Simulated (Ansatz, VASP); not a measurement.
## One calculation of In14P13, two programs

```
CELL_PARAMETERS angstrom
0.00000 8.93968 -8.93968
8.93968 8.93968 0.00000
8.93968 0.00000 -8.93968
ATOMIC_POSITIONS crystal
In 0.67665 0.34332 0.30337
In 0.66939 0.66830 0.33115
In 0.66939 0.99782 0.33115
In 0.33115 0.33606 0.33115
In 0.33115 0.66830 0.33115
In 0.33333 0.00000 0.33333
In 0.00163 0.33606 0.33115
In 0.00025 0.66692 0.33258
In 0.00163 0.99782 0.33115
In 0.66837 0.33504 0.99830
In 0.66837 0.66496 0.99830
In 0.66939 0.99782 0.00163
In 0.33115 0.33606 0.00163
In 0.33258 0.66692 0.00025
In 0.33115 0.99782 0.00163
In 0.99830 0.33504 0.99830
In 0.00025 0.66692 0.00025
In 0.00025 0.99925 0.00025
In 0.67665 0.34332 0.67665
In 0.66837 0.66496 0.66837
In 0.67665 0.97004 0.67665
In 0.30337 0.34332 0.67665
In 0.33115 0.66830 0.66939
In 0.33115 0.99782 0.66939
In 0.99830 0.33504 0.66837
In 0.99830 0.66496 0.66837
In 0.00163 0.99782 0.66939
In 0.58333 0.25000 0.58333
P 0.58165 0.58834 0.58165
P 0.58165 0.91502 0.58165
P 0.24836 0.24832 0.58165
P 0.24836 0.58834 0.58165
P 0.25017 0.91684 0.58282
P 0.92167 0.24832 0.58165
P 0.91690 0.58357 0.58263
P 0.92167 0.91502 0.58165
P 0.58165 0.24832 0.24836
P 0.58165 0.58834 0.24836
P 0.58282 0.91684 0.25017
P 0.25017 0.24949 0.25017
P 0.24933 0.58400 0.24933
P 0.25017 0.91684 0.25017
P 0.92167 0.24832 0.24836
P 0.91733 0.58400 0.24933
P 0.91733 0.91600 0.24933
P 0.58165 0.24832 0.92167
P 0.58263 0.58357 0.91690
P 0.58165 0.91502 0.92167
P 0.24836 0.24832 0.92167
P 0.24933 0.58400 0.91733
P 0.24933 0.91600 0.91733
P 0.91690 0.24930 0.91690
P 0.91690 0.58357 0.91690
P 0.91733 0.91600 0.91733
```

Alike in both runs: functional PBE; k mesh 1 × 1 × 1; occupations gaussian, width 0.02 eV; no spin polarisation.

Ansatz relaxed the structure, and its values are those at the end. VASP's run is a single point on that final structure, the one shown.

```csv
,VASP,Ansatz
version,VASP 6.6.1,Ansatz 0.2.0
potentials or method,"VASP PAW PBE potentials, release 64 (In_d, P), cutoff 520 eV","scalar-relativistic, plane waves, PAW"
valence electrons in the cell,494,494
```

```tsv
	VASP	Ansatz	Ansatz less VASP
rms of the force components (eV/Å)	0.004	0.003	-0.0011
```
